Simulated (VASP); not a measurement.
# Mg12O (a cell with a defect) in VASP: single point with LDA

Aim: the single point of Mg12O (a cell with a defect) with LDA.

Everything below comes from runs of VASP 6.6.1. Logs are shortened: lines on timing, memory, paths and dates and some standing lists are left out, and cuts for length are marked.

## Step 1: The cell of the first run

The cell holds a defect, 13 atoms: a = 6.420 Å, b = 9.630 Å, c = 5.213 Å, α = 90.00°, β = 90.00°, γ = 120.00°.

## Step 2: Single point, LDA

Input file INCAR:

```
PREC = Accurate
ENCUT = 520
EDIFF = 1E-6
ISMEAR = 0
SIGMA = 0.05
LREAL = F
LASPH = T
NELM = 60
ALGO = Normal
ISIF = 2
LWAVE = F
LCHARG = T
GGA = CA
LELF = T
LVHAR = T
NBANDS = 27
```

Input file KPOINTS:

```
Automatic mesh
0
Gamma
  3 2 3
```

Input file POSCAR:

```
Mg12O
1.0
    6.4200000000      0.0000000000      0.0000000000
   -4.8150000000      8.3398250000      0.0000000000
    0.0000000000      0.0000000000      5.2130400000
Mg O
12 1
Direct
    0.0118829784      0.0030472378     -0.0072371825
    0.1743784909      0.2200678384      0.5040564133
    0.0089655162      0.3412605830      0.0100753660
    0.1710107585      0.5556934688      0.5090049718
    0.0024077835      0.6640845449     -0.0009753319
    0.1762055691      0.8986917499      0.5093212929
    0.4920778646      0.0024820349     -0.0012409044
    0.6546438099      0.2194147107      0.5098083665
    0.4905650726      0.3237716263     -0.0065828458
    0.6647671877      0.5583835189      0.5033391457
    0.4963045719      0.6666638453     -0.0067928268
    0.6577663200      0.8812927394      0.4921442639
    0.3332444766      0.1112853019      0.7515540714
```

Potentials or basis: VASP PAW LDA potentials, release 64 (Mg, O).

Launch:

```bash
$ cat potpaw_LDA.64/Mg/POTCAR potpaw_LDA.64/O/POTCAR > POTCAR
$ mpirun -np 1 vasp_std > vasp.out
```

OUTCAR:

```text
PREC = Accurate
   ENCUT = 520
   EDIFF = 1E-6
   ISMEAR = 0
   LREAL = F
   LASPH = T
   NELM = 60
   ISIF = 2
   GGA = CA

 ion  position               nearest neighbor table
   1  0.012  0.003  0.993-  13 2.18   9 3.08   7 3.09   6 3.09   2 3.13   2 3.22   6 3.23   5 3.23
                            12 3.26   3 3.27  12 3.27  11 3.28   7 3.33
   2  0.174  0.220  0.504-  13 2.21   8 3.09   9 3.10   6 3.10   1 3.13   9 3.19  10 3.20   3 3.22
                             1 3.22   4 3.24   3 3.27  12 3.29   8 3.33
   3  0.009  0.341  0.010-   5 3.13  11 3.13   4 3.16   4 3.17   9 3.18   2 3.22   9 3.25   8 3.27
                             1 3.27   8 3.27   2 3.27   7 3.29
   4  0.171  0.556  0.509-  11 3.11  12 3.13   5 3.15   3 3.16  10 3.16   3 3.17   5 3.23  11 3.24
                             2 3.24  10 3.26   8 3.28   6 3.29
   5  0.002  0.664  0.999-   3 3.13   4 3.15  11 3.16  10 3.19   7 3.20   6 3.22  10 3.23   4 3.23
                             1 3.23  11 3.26   9 3.28   6 3.30
   6  0.176  0.899  0.509-  13 2.18   8 3.08   1 3.09   7 3.10   2 3.10  12 3.18   7 3.19   5 3.22
                             1 3.23  12 3.25  10 3.28   4 3.29   5 3.30
   7  0.492  0.002  0.999-  13 2.21   1 3.09   6 3.10   9 3.10   8 3.13   6 3.19   5 3.20  12 3.22
                             8 3.22  11 3.25  12 3.27   3 3.29   1 3.33
   8  0.655  0.219  0.510-  13 2.19   6 3.08   2 3.09   9 3.09   7 3.13   7 3.22   9 3.23  10 3.23
                             3 3.27  12 3.27   3 3.27   4 3.28   2 3.33
   9  0.491  0.324  0.993-  13 2.17   1 3.08   8 3.09   2 3.10   7 3.10   3 3.18   2 3.19  10 3.22
                             8 3.23   3 3.25   5 3.28  11 3.28  10 3.30
  10  0.665  0.558  0.503-  12 3.13  11 3.15   4 3.16   5 3.19   2 3.20   9 3.22   5 3.23   8 3.23
                            11 3.23   4 3.26   6 3.28   9 3.30
  11  0.496  0.667  0.993-   4 3.11   3 3.13  10 3.15  12 3.16   5 3.16  12 3.17  10 3.23   4 3.24
                             7 3.25   5 3.26   1 3.28   9 3.28
  12  0.658  0.881  0.492-   4 3.13  10 3.13  11 3.16  11 3.17   6 3.18   7 3.22   6 3.25   1 3.26
                             8 3.27   1 3.27   7 3.27   2 3.29
  13  0.333  0.111  0.752-   9 2.17   6 2.18   1 2.18   8 2.19   7 2.21   2 2.21

  LATTYP: Found a simple monoclinic cell.
 ALAT       =     6.4200000000
 B/A-ratio  =     0.8120000000
 C/A-ratio  =     1.3228757108
 COS(beta)  =    -0.1889822286

  Lattice vectors:

 A1 = (   6.4200000000,   0.0000000000,   0.0000000000)
 A2 = (   0.0000000000,   0.0000000000,   5.2130400000)
 A3 = (  -1.6050000000,  -8.3398250000,   0.0000000000)

Analysis of symmetry for initial positions (statically):
=====================================================================
 Subroutine PRICEL returns:
 Original cell was already a primitive cell.

 Routine SETGRP: Setting up the symmetry group for a
 simple monoclinic supercell.

 Subroutine GETGRP returns: Found  1 space group operations
 (whereof  1 operations were pure point group operations)
 out of a pool of  4 trial point group operations.

The static configuration has the point symmetry C_1 .

Analysis of symmetry for dynamics (positions and initial velocities):
=====================================================================
 Subroutine PRICEL returns:
 Original cell was already a primitive cell.

 Routine SETGRP: Setting up the symmetry group for a
 simple monoclinic supercell.

 Subroutine GETGRP returns: Found  1 space group operations
 (whereof  1 operations were pure point group operations)
 out of a pool of  4 trial point group operations.

The dynamic configuration has the point symmetry C_1 .

 Subroutine INISYM returns: Found  1 space group operations
 (whereof  1 operations are pure point group operations),
 and found     1 'primitive' translations

----------------------------------------------------------------------------------------

                                     Primitive cell

  volume of cell :     279.1149

  direct lattice vectors                    reciprocal lattice vectors
     6.420000000  0.000000000  0.000000000     0.155763240  0.089929945  0.000000000
    -4.815000000  8.339825000  0.000000000     0.000000000  0.119906593  0.000000000
     0.000000000  0.000000000  5.213040000     0.000000000  0.000000000  0.191826650

  length of vectors
     6.420000000  9.630000313  5.213040000     0.179859895  0.119906593  0.191826650

  position of ions in fractional coordinates (direct lattice)
     0.011882978  0.003047238  0.992762818
     0.174378491  0.220067838  0.504056413
     0.008965516  0.341260583  0.010075366
     0.171010759  0.555693469  0.509004972
     0.002407783  0.664084545  0.999024668
     0.176205569  0.898691750  0.509321293
     0.492077865  0.002482035  0.998759096
     0.654643810  0.219414711  0.509808367
     0.490565073  0.323771626  0.993417154
     0.664767188  0.558383519  0.503339146
     0.496304572  0.666663845  0.993207173
     0.657766320  0.881292739  0.492144264
[... 35 lines left out ...]

  Shift w.r.t. Gamma in fractional coordinates (k-lattice)
     0.000000000  0.000000000  0.000000000

 -----------------------------------------------------------------------------
|                                                                             |
|           W    W    AA    RRRRR   N    N  II  N    N   GGGG   !!!           |
|           W    W   A  A   R    R  NN   N  II  NN   N  G    G  !!!           |
|           W    W  A    A  R    R  N N  N  II  N N  N  G       !!!           |
|           W WW W  AAAAAA  RRRRR   N  N N  II  N  N N  G  GGG   !            |
|           WW  WW  A    A  R   R   N   NN  II  N   NN  G    G                |
|           W    W  A    A  R    R  N    N  II  N    N   GGGG   !!!           |
|                                                                             |
|     Your reciprocal lattice and k-lattice belong to different lattice       |
|     classes:                                                                |
|                                                                             |
|        The reciprocal lattice is simple monoclinic,                         |
|        whereas your k-lattice is hexagonal.                                 |
|                                                                             |
|     Results are often still useful ...                                      |
|                                                                             |
 -----------------------------------------------------------------------------

 Subroutine IBZKPT returns following result:
 ===========================================

 Found     10 irreducible k-points:

 Following reciprocal coordinates:
            Coordinates               Weight
  0.000000  0.000000  0.000000      1.000000
  0.333333  0.000000  0.000000      2.000000
  0.000000  0.500000  0.000000      1.000000
  0.333333  0.500000  0.000000      2.000000
  0.000000  0.000000  0.333333      2.000000
  0.333333  0.000000  0.333333      2.000000
 -0.333333  0.000000  0.333333      2.000000
  0.000000  0.500000  0.333333      2.000000
  0.333333  0.500000  0.333333      2.000000
 -0.333333  0.500000  0.333333      2.000000
   k-points           NKPTS =     10   k-points in BZ     NKDIM =     10   number of bands    NBANDS=     27
   number of dos      NEDOS =    301   number of ions     NIONS =     13
   total plane-waves  NPLWV = 138240
   dimension x,y,z NGX =    48 NGY =   72 NGZ =   40
   dimension x,y,z NGXF=    96 NGYF=  144 NGZF=   80
   ions per type =              12   1
   NGX,Y,Z   is equivalent  to a cutoff of  12.43, 12.43, 12.76 a.u.
   NGXF,Y,Z  is equivalent  to a cutoff of  24.86, 24.86, 25.51 a.u.
 SYSTEM =  unknown system
   PREC   = accura    normal or accurate (medium, high low for compatibility)
   ISTART =      0    job   : 0-new  1-cont  2-samecut
   ICHARG =      2    charge: 1-file 2-atom 10-const
   ISPIN  =      1    spin polarized calculation?
   LNONCOLLINEAR =      F non collinear calculations
   LSORBIT =      F    spin-orbit coupling
   LASPH  =      T    aspherical Exc in radial PAW
   ENCUT  =  520.0 eV  38.22 Ry    6.18 a.u.  11.94 17.91  9.69*2*pi/ulx,y,z
   NELM   =     60;   NELMIN=  2; NELMDL= -5     # of ELM steps
   EDIFF  = 0.1E-05   stopping-criterion for ELM
   LREAL  =      F    real-space projection
   EDIFFG = 0.1E-04   stopping-criterion for IOM
   NSW    =      0    number of steps for IOM
   IBRION =     -1    ionic relax: 0-MD 1-quasi-New 2-CG
   NFREE  =      0    steps in history (QN), initial steepest desc. (CG)
   ISIF   =      2    stress and relaxation
   ISYM   =      2    0-nonsym 1-usesym 2-fastsym
   POTIM  = 0.5000    time-step for ionic-motion
   TEBEG  =    0.0;   TEEND  =   0.0 temperature during run
   PSTRESS=    0.0 pullay stress
   NELECT =      30.0000    total number of electrons
   NUPDOWN=      -1.0000    fix difference up-down
   EMIN   =  10.00;   EMAX   =-10.00  energy-range for DOS
   EFERMI =   0.00;   METHOD = LEGACY
   ISMEAR =     0;   SIGMA  =   0.05  broadening in eV -4-tet -1-fermi 0-gaus
   EFERMI_NEDOS =   21; number of points for ismear=-14 and -15
   IALGO  =     38    algorithm
   IMIX   =      4    mixing-type and parameters
     AMIX     =   0.40;   BMIX     =  1.00
     AMIX_MAG =   1.60;   BMIX_MAG =  1.00
  volume/ion in A,a.u.               =      21.47       144.89
  Fermi-wavevector in a.u.,A,eV,Ry     =   0.778373  1.470911  8.243280  0.605864
  Thomas-Fermi vector in A             =   1.881255
   LORBIT       =      0    0 simple, 1 ext, 2 COOP (PROOUT), +10 PAW based schemes
   GGA     = CA    functional components
   LHFCALC =     F    Hartree Fock is set to
   AEXX    =    0.0000 exact exchange contribution
   IVDW    =     0    specifies the selected vdW correction
   LEPSILON=     F    determine dielectric tensor
   LRPA    =     F    only Hartree local field effects (RPA)
 non-spin polarized calculation
 Gauss-broadening in eV      SIGMA  =   0.05
  energy-cutoff  :      520.00
  volume of cell :      279.11
 maximum number of plane-waves:      7549
   NGX = 23   NGY = 35   NGZ = 19

 number of electron      30.0000001 magnetization

 Free energy of the ion-electron system (eV)
  ---------------------------------------------------
  ext. energy  EPLUGINS =         0.00000000
  ---------------------------------------------------
  free energy    TOTEN  =       -31.28274314 eV

  energy without entropy =      -31.27675463  energy(sigma->0) =      -31.27974889

 E-fermi :   2.6962     XC(G=0):  -8.7925

 val. band max:        2.6766346945   @ k =   0.0000   0.5000   0.0000
 cond. band min:       2.7193466487   @ k =   0.3333   0.0000   0.3333
 fundamental gap:      0.0427119542
 Fermi energy:         2.6962005795

 k-point     1 :       0.0000    0.0000    0.0000
  band No.  band energies     occupation
      1     -16.5132      2.00000
      2      -3.9557      2.00000
      3      -3.5977      2.00000
      4      -3.3828      2.00000
      5      -3.1278      2.00000
      6      -1.7111      2.00000
[... 289 lines left out ...]
     26       6.5255      0.00000
     27       6.6981      0.00000

------------------------ aborting loop because EDIFF is reached ----------------------------------------

  FORCE on cell =-STRESS in cart. coord.  units (eV):
  Direction    XX          YY          ZZ          XY          YZ          ZX
  --------------------------------------------------------------------------------------
  -------------------------------------------------------------------------------------
  Total       -7.4226294     -6.9069087     -4.1867231     -0.2782180     -0.2078098     -0.1397846
  in kB      -42.6074296    -39.6470859    -24.0326576     -1.5970288     -1.1928711     -0.8023925
  external PRESSURE =     -35.4290577 kB  Pullay stress =       0.0000000 kB

 VOLUME and BASIS-vectors are now :
 -----------------------------------------------------------------------------
  energy-cutoff  :      520.00
  volume of cell :      279.11
      direct lattice vectors                 reciprocal lattice vectors
     6.420000000  0.000000000  0.000000000     0.155763240  0.089929945  0.000000000
    -4.815000000  8.339825000  0.000000000     0.000000000  0.119906593  0.000000000
     0.000000000  0.000000000  5.213040000     0.000000000  0.000000000  0.191826650

 POSITION                                       TOTAL-FORCE (eV/Angst)
 -----------------------------------------------------------------------------------
      0.06162      0.02541      5.17531         0.015132      0.008835     -0.013711
      0.05988      1.83533      2.62767         0.025989     -0.018532      0.028351
     -1.58561      2.84605      0.05252         0.003669     -0.011980     -0.004092
     -1.57777      4.63439      2.65346        -0.002979      0.001186      0.002545
     -3.18211      5.53835      5.20796         0.001937      0.005190      0.002422
     -3.19596      7.49493      2.65511        -0.003631      0.004603     -0.000699
      3.14719      0.02070      5.20657        -0.021213      0.016665     -0.030587
      3.14633      1.82988      2.65765        -0.014500     -0.008548      0.015333
      1.59047      2.70020      5.17872         0.001087     -0.003142      0.000651
      1.57919      4.65682      2.62393        -0.001661     -0.005143     -0.001985
     -0.02371      5.55986      5.17763        -0.001848      0.001066     -0.001832
     -0.02056      7.34983      2.56557        -0.003576      0.010760      0.006598
      1.60359      0.92810      3.91788         0.001592     -0.000962     -0.002993
 -----------------------------------------------------------------------------------
    total drift:                               -0.000003     -0.000001      0.000020

  FREE ENERGIE OF THE ION-ELECTRON SYSTEM (eV)
  ---------------------------------------------------
  free  energy   TOTEN  =       -31.2827431407 eV

  energy  without entropy=      -31.2767546334  energy(sigma->0) =      -31.27974889
```

It took 65 s on 1 thread of Intel Xeon 6975P-C (Granite Rapids), shared host; peak memory 0.28 GiB.

What came out:

```yaml
Free_energy: -31.2827 eV
Pressure: -3.5 GPa
Largest_force: 0.043 eV/Å
Band_gap_on_the_k_mesh: zero (band 15 reaches 2.88 eV, above the bottom of band 16 at 2.18 eV)
```

Forces on the atoms (eV/Å):
```
Mg   0.015  0.009 -0.014
Mg   0.026 -0.019  0.028
Mg   0.004 -0.012 -0.004
Mg  -0.003  0.001  0.003
Mg   0.002  0.005  0.002
Mg  -0.004  0.005 -0.001
Mg  -0.021  0.017 -0.031
Mg  -0.015 -0.009  0.015
Mg   0.001 -0.003  0.001
Mg  -0.002 -0.005 -0.002
Mg  -0.002  0.001 -0.002
Mg  -0.004  0.011  0.007
O    0.002 -0.001 -0.003
```

Stress tensor (GPa, compression positive):
```
-4.26 -0.16 -0.08
-0.16 -3.96 -0.12
-0.08 -0.12 -2.40
```

Caveat: the k points lie up to 0.40 Å⁻¹ apart.
